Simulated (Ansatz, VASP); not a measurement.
# Ti5C: VASP beside Ansatz

```
Ti C
1.0
     4.91298    0.00000    0.00000
    -2.45649    4.25477    0.00000
     0.00000    0.00000    3.94456
Ti C
5 1
Direct
  0.33333 0.66667 0.00000
  0.66667 0.33333 0.00000
  0.50000 0.00000 0.50000
  0.50000 0.50000 0.50000
  0.00000 0.50000 0.50000
  0.00000 0.00000 0.00000
```

Change from the starting cell: species swapped into the NdCu5 type (P6/mmm, No. 191).

Alike in both runs: task relaxation of cell and atoms; functional PBE; k mesh 6 × 6 × 4; occupations gaussian, width 0.1 eV; no spin polarisation.

|  | VASP | Ansatz |
| --- | --- | --- |
| version | VASP 6.6.1 | Ansatz 0.2.0 |
| potentials or method | VASP PAW PBE potentials, release 64 (Ti_sv, C), cutoff 600 eV | scalar-relativistic, plane waves, PAW |
| valence electrons in the cell | 64 | 64 |

Ansatz gave:

* gap on the k mesh at the Fermi level, each at its own relaxed structure (eV): none
* relaxed volume (Å³/atom): 17.00
* relaxed cell length with the largest relative difference (Å): 5.329

Problem. Which values does VASP return?

Solution. gap on the k mesh at the Fermi level, each at its own relaxed structure (eV): none; relaxed volume (Å³/atom): 16.92; relaxed cell length with the largest relative difference (Å): 5.296.

A gap of «none» marks a metal or a gap that the smearing closes.

The k mesh is coarse, so the values compare programs but aren't converged. Noted on VASP's run: the volume moved by over 15 % at a fixed basis, so the end points are rough.
